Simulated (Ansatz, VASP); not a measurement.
# TaN: VASP beside Ansatz

```
Ta N
1.0
     0.00000    2.17900    2.17900
     2.17900    0.00000    2.17900
     2.17900    2.17900    0.00000
Ta N
1 1
Direct
  0.50000 0.50000 0.50000
  0.00000 0.00000 0.00000
```

Alike in both runs: task single point; functional PBE; k mesh 7 × 7 × 7; occupations gaussian, width 0.05 eV; collinear spin; Hubbard terms Ta d U = 1.0 eV.

|  | VASP | Ansatz |
| --- | --- | --- |
| version | VASP 6.6.1 | Ansatz 0.2.0 |
| potentials or method | VASP PAW PBE potentials, release 64 (Ta_sv_GW, N), cutoff 700 eV | scalar-relativistic, plane waves, PAW |
| valence electrons in the cell | 18 | 18 |

Ansatz gave:

| Property | Result |
| --- | --- |
| gap on the k mesh at the Fermi level (eV) | none |
| pressure (GPa) | 15.2 |
| net moment per atom (μB) | 0.00 |

Problem. What did VASP give for the same quantities?

Solution. gap on the k mesh at the Fermi level (eV): none; pressure (GPa): 17.6; net moment per atom (μB): 0.00.

The programs project onto different local orbitals, so the same U acts differently, and such runs can settle in different states. A gap of «none» marks a metal or a gap that the smearing closes. Ansatz's warnings: filled band counts differ across k points, seeded moment not kept.

Neither program's run includes spin-orbit coupling.
